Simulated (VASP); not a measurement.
# Ag (Fm-3m) in VASP: a series of runs, part 2 of 2

VASP 6.6.1. The steps go on from the part before.

### 3 Single point, LDA

This run uses another cell than the first one, of 15.07 Å³/atom, 1.025 times its volume.

Input file INCAR:

```
PREC = Accurate
ENCUT = 520
EDIFF = 1E-6
ISMEAR = -1
SIGMA = 0.05
LREAL = F
LASPH = T
NELM = 100
ALGO = Normal
ISIF = 2
LWAVE = F
LCHARG = F
NBANDS = 12
```

Input file KPOINTS:

```
Automatic mesh
0
Gamma
  24 24 24
```

Input file POSCAR:

```
Ag
1.0
    0.0000000000      1.9604320809      1.9604320809
    1.9604320809      0.0000000000      1.9604320809
    1.9604320809      1.9604320809      0.0000000000
Ag
1
Direct
    0.0000000000      0.0000000000      0.0000000000
```

Potentials or basis: VASP PAW LDA potentials, release 64 (Ag).

Command:

```bash
$ cat potpaw_LDA.64/Ag/POTCAR > POTCAR
$ mpirun -np 1 vasp_std > vasp.out
```

OUTCAR:

```text
PREC = Accurate
   ENCUT = 520
   EDIFF = 1E-6
   ISMEAR = -1
   LREAL = F
   LASPH = T
   NELM = 100
   ISIF = 2

 ion  position               nearest neighbor table
   1  0.000  0.000  0.000-

  LATTYP: Found a face centered cubic cell.
 ALAT       =     3.9208641618

  Lattice vectors:

 A1 = (   0.0000000000,   1.9604320809,   1.9604320809)
 A2 = (   1.9604320809,   0.0000000000,   1.9604320809)
 A3 = (   1.9604320809,   1.9604320809,   0.0000000000)

Analysis of symmetry for initial positions (statically):
=====================================================================
 Subroutine PRICEL returns:
 Original cell was already a primitive cell.

 Routine SETGRP: Setting up the symmetry group for a
 face centered cubic supercell.

 Subroutine GETGRP returns: Found 48 space group operations
 (whereof 48 operations were pure point group operations)
 out of a pool of 48 trial point group operations.

The static configuration has the point symmetry O_h .

Analysis of symmetry for dynamics (positions and initial velocities):
=====================================================================
 Subroutine PRICEL returns:
 Original cell was already a primitive cell.

 Routine SETGRP: Setting up the symmetry group for a
 face centered cubic supercell.

 Subroutine GETGRP returns: Found 48 space group operations
 (whereof 48 operations were pure point group operations)
 out of a pool of 48 trial point group operations.

The dynamic configuration has the point symmetry O_h .

 Subroutine INISYM returns: Found 48 space group operations
 (whereof 48 operations are pure point group operations),
 and found     1 'primitive' translations

----------------------------------------------------------------------------------------

                                     Primitive cell

  volume of cell :      15.0690
[... 106 lines left out ...]
     AMIX     =   0.40;   BMIX     =  1.00
     AMIX_MAG =   1.60;   BMIX_MAG =  1.00
  volume/ion in A,a.u.               =      15.07       101.69
  Fermi-wavevector in a.u.,A,eV,Ry     =   1.474044  2.785540 29.562836  2.172807
  Thomas-Fermi vector in A             =   2.588864
   LORBIT       =      0    0 simple, 1 ext, 2 COOP (PROOUT), +10 PAW based schemes
   GGA     = CA    functional components
   LHFCALC =     F    Hartree Fock is set to
   AEXX    =    0.0000 exact exchange contribution
   IVDW    =     0    specifies the selected vdW correction
   LEPSILON=     F    determine dielectric tensor
   LRPA    =     F    only Hartree local field effects (RPA)
 non-spin polarized calculation
  energy-cutoff  :      520.00
  volume of cell :       15.07
 maximum number of plane-waves:       419
 NGX is ok and might be reduce to    24
   NGX = 11   NGY = 11   NGZ = 11

 number of electron      10.9999998 magnetization

 Free energy of the ion-electron system (eV)
  ---------------------------------------------------
  ext. energy  EPLUGINS =         0.00000000
  ---------------------------------------------------
  free energy    TOTEN  =        -3.75591898 eV

  energy without entropy =       -3.75443827  energy(sigma->0) =       -3.75517863

 E-fermi :  10.0745     XC(G=0): -13.3247

 val. band max:       10.0201341957   @ k =   0.4583   0.2500   0.0000
 cond. band min:      10.0883401159   @ k =   0.5000   0.1667   0.0417
 fundamental gap:      0.0682059202
 Fermi energy:        10.0744597076

 k-point     1 :       0.0000    0.0000    0.0000
  band No.  band energies     occupation
      1       1.2271      2.00000
      2       4.7439      2.00000
      3       4.7439      2.00000
      4       4.7439      2.00000
      5       6.0533      2.00000
      6       6.0533      2.00000
      7      26.2298      0.00000
      8      30.4799      0.00000
      9      30.4799      0.00000
     10      30.4799      0.00000
     11      35.8344      0.00000
     12      37.7618      0.00000
[... 331 lines left out ...]
 k-point    24 :       0.4583    0.0417    0.0000
  band No.  band energies     occupation
      1       2.8247      2.00000
      2       4.7053      2.00000
      3       4.7711      2.00000
      4       6.7542      2.00000
      5       7.0279      2.00000
      6       8.8653      2.00000
      7      15.1012      0.00000
      8      25.6105      0.00000
      9      28.7650      0.00000
     10      29.0705      0.00000
     11      34.8619      0.00000
     12      34.8913      0.00000

 [... further k-points ...]
[... 5 lines left out ...]
  --------------------------------------------------------------------------------------
  -------------------------------------------------------------------------------------
  Total        0.9547503      0.9547503      0.9547503      0.0000000      0.0000000     -0.0000000
  in kB      101.5114397    101.5114397    101.5114397      0.0000000      0.0000000     -0.0000000
  external PRESSURE =     101.5114397 kB  Pullay stress =       0.0000000 kB

 VOLUME and BASIS-vectors are now :
 -----------------------------------------------------------------------------
  energy-cutoff  :      520.00
  volume of cell :       15.07
      direct lattice vectors                 reciprocal lattice vectors
     0.000000000  1.960432081  1.960432081    -0.255045816  0.255045816  0.255045816
     1.960432081  0.000000000  1.960432081     0.255045816 -0.255045816  0.255045816
     1.960432081  1.960432081  0.000000000     0.255045816  0.255045816 -0.255045816

 POSITION                                       TOTAL-FORCE (eV/Angst)
 -----------------------------------------------------------------------------------
      0.00000      0.00000      0.00000         0.000000     -0.000000     -0.000000
 -----------------------------------------------------------------------------------
    total drift:                                0.000000      0.000000      0.000000

  FREE ENERGIE OF THE ION-ELECTRON SYSTEM (eV)
  ---------------------------------------------------
  free  energy   TOTEN  =        -3.7559189801 eV

  energy  without entropy=       -3.7544382737  energy(sigma->0) =       -3.75517863
```

stdout:

```text
POSCAR found type information on POSCAR Ag
 POSCAR found :  1 types and       1 ions
 scaLAPACK will be used
 LDA part: xc-table for (Slater(with rela. corr.)+CA(PZ))
 , standard interpolation
 POSCAR, INCAR and KPOINTS ok, starting setup
 FFT: planning ... GRIDC
 FFT: planning ... GRID_SOFT
 FFT: planning ... GRID
 WAVECAR not read
 entering main loop
```

Run time: 23 s. Hardware: 1 thread of Intel Xeon 6975P-C (Granite Rapids), shared host; peak memory 0.18 GiB.

What came out:

| Property | Result |
| --- | --- |
| Free energy | -3.7559 eV |
| Pressure | 10.2 GPa |

Levels at points of the mesh, in eV from the Fermi level:
```tsv
k point	band 3	band 4	band 5	band 6	band 7	band 8	band 9	band 10
(0.00, 0.00, 0.00)	-5.33	-5.33	-4.02	-4.02	16.16	20.41	20.41	20.41
(0.50, 0.00, 0.00)	-5.36	-3.02	-3.02	-0.85	4.26	15.43	18.94	18.94
(0.50, 0.50, 0.00)	-3.06	-2.76	-2.76	1.36	7.69	11.13	11.13	18.76
```

### 4 Single point, LDA

This run uses another cell than the first one, of 15.31 Å³/atom, 1.041 times its volume.

Input file INCAR:

```
SYSTEM = Ag
ALGO = Normal
EDIFF = 1E-6
ENCUT = 520
ISIF = 2
ISMEAR = -1
LASPH = .True.
LCHARG = .False.
LREAL = .False.
LWAVE = .False.
NBANDS = 12
NELM = 100
PREC = Accurate
SIGMA = 0.05
```

Input file KPOINTS:

```
k-points
0
Gamma
  24 24 24
  0 0 0
```

Input file POSCAR:

```
Ag
1.0
    0.0000000000      1.9710118773      1.9710118773
    1.9710118773      0.0000000000      1.9710118773
    1.9710118773      1.9710118773      0.0000000000
Ag
1
Direct
    0.0000000000      0.0000000000      0.0000000000
```

Command:

```bash
$ cat potpaw_LDA.64/Ag/POTCAR > POTCAR
$ mpirun -np 1 vasp_std > vasp.out
```

Run time: 23 s. Hardware: 1 thread of Intel Xeon 6975P-C (Granite Rapids), shared host; peak memory 0.19 GiB.

It converged, with:

```
Free energy : -3.7693 eV
Pressure    : 7.2 GPa
```

Levels at points of the mesh, in eV from the Fermi level:
| k point | band 3 | band 4 | band 5 | band 6 | band 7 | band 8 | band 9 | band 10 |
| --- | --- | --- | --- | --- | --- | --- | --- | --- |
| (0.00, 0.00, 0.00) | -5.25 | -5.25 | -3.98 | -3.98 | 16.15 | 20.30 | 20.30 | 20.30 |
| (0.50, 0.00, 0.00) | -5.28 | -3.01 | -3.01 | -0.79 | 4.16 | 15.42 | 18.78 | 18.78 |
| (0.50, 0.50, 0.00) | -3.04 | -2.76 | -2.76 | 1.39 | 7.56 | 11.05 | 11.05 | 18.55 |

### 5 Single point, LDA

This run uses another cell than the first one, of 15.59 Å³/atom, 1.060 times its volume.

Input file INCAR:

```
SYSTEM = Ag
PREC     = Accurate       ! precision mode
ENCUT    = 520            ! plane-wave cutoff, eV
EDIFF    = 1E-6           ! SCF threshold, eV
ISMEAR   = -1             ! smearing method
SIGMA    = 0.05           ! smearing width, eV
LREAL    = .FALSE.        ! projectors in reciprocal space
LASPH    = .TRUE.         ! aspherical terms in the spheres
NELM     = 100            ! most SCF steps
ALGO     = Normal         ! electronic algorithm
ISIF     = 2              ! what is computed and relaxed
LWAVE    = .FALSE.        ! write WAVECAR
LCHARG   = .FALSE.        ! write CHGCAR
GGA      = CA             ! functional
NBANDS   = 12             ! bands
```

Input file KPOINTS:

```
regular mesh
0
G
  24 24 24
  0 0 0
```

Input file POSCAR:

```
Ag
1.0
    0.0000000000      1.9826608341      1.9826608341
    1.9826608341      0.0000000000      1.9826608341
    1.9826608341      1.9826608341      0.0000000000
Ag
1
Direct
    0.0000000000      0.0000000000      0.0000000000
```

Potentials or basis: VASP PAW LDA potentials, release 64 (Ag).

Command:

```bash
$ cat potpaw_LDA.64/Ag/POTCAR > POTCAR
$ mpirun -np 1 vasp_std > vasp.out
```

OUTCAR:

```text
SYSTEM = Ag
   PREC = Accurate
   ENCUT = 520
   EDIFF = 1E-6
   ISMEAR = -1
   LREAL = .FALSE.
   LASPH = .TRUE.
   NELM = 100
   ISIF = 2
   GGA = CA

 ion  position               nearest neighbor table
   1  0.000  0.000  0.000-

  LATTYP: Found a face centered cubic cell.
 ALAT       =     3.9653216682

  Lattice vectors:

 A1 = (   0.0000000000,   1.9826608341,   1.9826608341)
 A2 = (   1.9826608341,   0.0000000000,   1.9826608341)
 A3 = (   1.9826608341,   1.9826608341,   0.0000000000)

Analysis of symmetry for initial positions (statically):
[... 531 lines left out ...]
      7      14.3495      0.00000
      8      25.0142      0.00000
      9      27.8680      0.00000
     10      28.1688      0.00000
     11      33.8074      0.00000
     12      33.8599      0.00000

 [... further k-points ...]
[... 5 lines left out ...]
  --------------------------------------------------------------------------------------
  -------------------------------------------------------------------------------------
  Total        0.4039620      0.4039620      0.4039620     -0.0000000      0.0000000      0.0000000
  in kB       41.5217639     41.5217639     41.5217639     -0.0000000      0.0000000      0.0000000
  external PRESSURE =      41.5217639 kB  Pullay stress =       0.0000000 kB

 VOLUME and BASIS-vectors are now :
 -----------------------------------------------------------------------------
  energy-cutoff  :      520.00
  volume of cell :       15.59
      direct lattice vectors                 reciprocal lattice vectors
     0.000000000  1.982660834  1.982660834    -0.252186350  0.252186350  0.252186350
     1.982660834  0.000000000  1.982660834     0.252186350 -0.252186350  0.252186350
     1.982660834  1.982660834  0.000000000     0.252186350  0.252186350 -0.252186350

 POSITION                                       TOTAL-FORCE (eV/Angst)
 -----------------------------------------------------------------------------------
      0.00000      0.00000      0.00000         0.000000      0.000000      0.000000
 -----------------------------------------------------------------------------------
    total drift:                               -0.000000      0.000000     -0.000000

  FREE ENERGIE OF THE ION-ELECTRON SYSTEM (eV)
  ---------------------------------------------------
  free  energy   TOTEN  =        -3.7790471984 eV

  energy  without entropy=       -3.7775308816  energy(sigma->0) =       -3.77828904
```

stdout:

```text
POSCAR found type information on POSCAR Ag
 POSCAR found :  1 types and       1 ions
 scaLAPACK will be used
 LDA part: xc-table for (Slater(with rela. corr.)+CA(PZ))
 , standard interpolation
 POSCAR, INCAR and KPOINTS ok, starting setup
 FFT: planning ... GRIDC
 FFT: planning ... GRID_SOFT
 FFT: planning ... GRID
 WAVECAR not read
 entering main loop
```

It took 22 s on 1 thread of Intel Xeon 6975P-C (Granite Rapids), shared host; peak memory 0.19 GiB.

What came out:

- Free energy: -3.7790 eV
- Pressure: 4.2 GPa

Levels at points of the mesh, in eV from the Fermi level:
```
           k point  band 2  band 3  band 4  band 5  band 6  band 7  band 8  band 9  band 10  band 11
(0.00, 0.00, 0.00)   -5.17   -5.17   -5.17   -3.93   -3.93   16.13   20.18   20.18    20.18    25.43
(0.50, 0.00, 0.00)   -5.19   -5.19   -2.99   -2.99   -0.73    4.06   15.40   18.61    18.61    24.16
(0.50, 0.50, 0.00)   -6.93   -3.03   -2.75   -2.75    1.41    7.41   10.97   10.97    18.32    18.44
```

### 6 Single point, LDA

This run uses another cell than the first one, of 15.79 Å³/atom, 1.074 times its volume.

Input file INCAR:

```
SYSTEM = Ag
PREC = Accurate
ENCUT = 520
EDIFF = 1E-6
ISMEAR = -1
SIGMA = 0.05
LREAL = .FALSE.
LASPH = .TRUE.
NELM = 60
ALGO = Normal
ISIF = 2
LWAVE = .FALSE.
LCHARG = .FALSE.
NBANDS = 12
```

Input file KPOINTS:

```
Automatic mesh
0
G
  24 24 24
  0 0 0
```

Input file POSCAR:

```
Ag
1.0
    0.0000000000      1.9911631780      1.9911631780
    1.9911631780      0.0000000000      1.9911631780
    1.9911631780      1.9911631780      0.0000000000
Ag
1
Direct
    0.0000000000      0.0000000000      0.0000000000
```

Potentials or basis: VASP PAW LDA potentials, release 64 (Ag).

Command:

```bash
$ cat potpaw_LDA.64/Ag/POTCAR > POTCAR
$ mpirun -np 1 vasp_std > vasp.out
```

OUTCAR:

```text
SYSTEM = Ag
   PREC = Accurate
   ENCUT = 520
   EDIFF = 1E-6
   ISMEAR = -1
   LREAL = .FALSE.
   LASPH = .TRUE.
   NELM = 60
   ISIF = 2

 ion  position               nearest neighbor table
   1  0.000  0.000  0.000-

  LATTYP: Found a face centered cubic cell.
 ALAT       =     3.9823263560

  Lattice vectors:

 A1 = (   0.0000000000,   1.9911631780,   1.9911631780)
 A2 = (   1.9911631780,   0.0000000000,   1.9911631780)
 A3 = (   1.9911631780,   1.9911631780,   0.0000000000)

Analysis of symmetry for initial positions (statically):
[... 530 lines left out ...]
      6       8.2309      2.00000
      7      14.0723      0.00000
      8      24.7909      0.00000
      9      27.5331      0.00000
     10      27.8319      0.00000
     11      33.4159      0.00000
     12      33.4764      0.00000

 [... further k-points ...]
[... 5 lines left out ...]
  --------------------------------------------------------------------------------------
  -------------------------------------------------------------------------------------
  Total        0.2116900      0.2116900      0.2116900      0.0000000     -0.0000000      0.0000000
  in kB       21.4812877     21.4812877     21.4812877      0.0000000     -0.0000000      0.0000000
  external PRESSURE =      21.4812877 kB  Pullay stress =       0.0000000 kB

 VOLUME and BASIS-vectors are now :
 -----------------------------------------------------------------------------
  energy-cutoff  :      520.00
  volume of cell :       15.79
      direct lattice vectors                 reciprocal lattice vectors
     0.000000000  1.991163178  1.991163178    -0.251109505  0.251109505  0.251109505
     1.991163178  0.000000000  1.991163178     0.251109505 -0.251109505  0.251109505
     1.991163178  1.991163178  0.000000000     0.251109505  0.251109505 -0.251109505

 POSITION                                       TOTAL-FORCE (eV/Angst)
 -----------------------------------------------------------------------------------
      0.00000      0.00000      0.00000         0.000000      0.000000      0.000000
 -----------------------------------------------------------------------------------
    total drift:                               -0.000000      0.000000      0.000000

  FREE ENERGIE OF THE ION-ELECTRON SYSTEM (eV)
  ---------------------------------------------------
  free  energy   TOTEN  =        -3.7831162570 eV

  energy  without entropy=       -3.7815697180  energy(sigma->0) =       -3.78234299
```

OSZICAR:

```text
N       E                     dE             d eps       ncg     rms          rms(c)
DAV:   1     0.515793986482E+02    0.51579E+02   -0.54790E+03 10008   0.835E+02
DAV:   2    -0.330636091692E+01   -0.54886E+02   -0.52192E+02 11616   0.199E+02
DAV:   3    -0.411594986556E+01   -0.80959E+00   -0.80903E+00 11636   0.253E+01
DAV:   4    -0.411841499524E+01   -0.24651E-02   -0.24650E-02 11512   0.146E+00
DAV:   5    -0.411843321770E+01   -0.18222E-04   -0.18222E-04 11704   0.110E-01    0.675E+00
DAV:   6    -0.380279572994E+01    0.31564E+00   -0.11948E+00 10896   0.982E+00    0.408E+00
DAV:   7    -0.378837320534E+01    0.14423E-01   -0.13355E-02 11400   0.105E+00    0.221E+00
DAV:   8    -0.378310357810E+01    0.52696E-02   -0.10144E-03 11360   0.274E-01    0.103E-01
DAV:   9    -0.378311748192E+01   -0.13904E-04   -0.72159E-06 11512   0.208E-02    0.190E-02
DAV:  10    -0.378311628687E+01    0.11951E-05   -0.20886E-06 11728   0.109E-02    0.428E-03
DAV:  11    -0.378311625704E+01    0.29829E-07   -0.43779E-08  6104   0.167E-03
   1 F= -.37831163E+01 E0= -.37823430E+01  d E =-.154654E-02
```

stdout:

```text
POSCAR found type information on POSCAR Ag
 POSCAR found :  1 types and       1 ions
 scaLAPACK will be used
 LDA part: xc-table for (Slater(with rela. corr.)+CA(PZ))
 , standard interpolation
 POSCAR, INCAR and KPOINTS ok, starting setup
 FFT: planning ... GRIDC
 FFT: planning ... GRID_SOFT
 FFT: planning ... GRID
 WAVECAR not read
 entering main loop
```

Wall time 25 s (1 thread of Intel Xeon 6975P-C (Granite Rapids), shared host); peak memory 0.19 GiB.

What came out:

```
Free energy : -3.7831 eV
Pressure    : 2.1 GPa
```

Levels at points of the mesh, in eV from the Fermi level:
```csv
k point,band 3,band 4,band 5,band 6,band 7,band 8,band 9,band 10
"(0.00, 0.00, 0.00)",-5.11,-5.11,-3.90,-3.90,16.12,20.09,20.09,20.09
"(0.50, 0.00, 0.00)",-5.13,-2.98,-2.98,-0.69,3.98,15.39,18.48,18.48
"(0.50, 0.50, 0.00)",-3.01,-2.74,-2.74,1.43,7.31,10.91,10.91,18.16
```

### 7 Summary

```tsv
cell	gap on the mesh (eV)	pressure (GPa)
a = 2.750 Å, angles 60.0°, 1 atom	none	15.2
a = 2.772 Å, angles 60.0°, 1 atom	none	10.2
a = 2.787 Å, angles 60.0°, 1 atom	none	7.2
a = 2.804 Å, angles 60.0°, 1 atom	none	4.2
a = 2.816 Å, angles 60.0°, 1 atom	none	2.1
```

Alike in all rows: task single point; level LDA; potentials or basis VASP PAW LDA potentials, release 64 (Ag); no spin polarisation; k mesh 24 × 24 × 24; cutoff (eV) 520; smearing fermi-dirac 0.05 eV.

Total energies depend on the potentials used, so only differences within one code and one set of settings carry meaning.
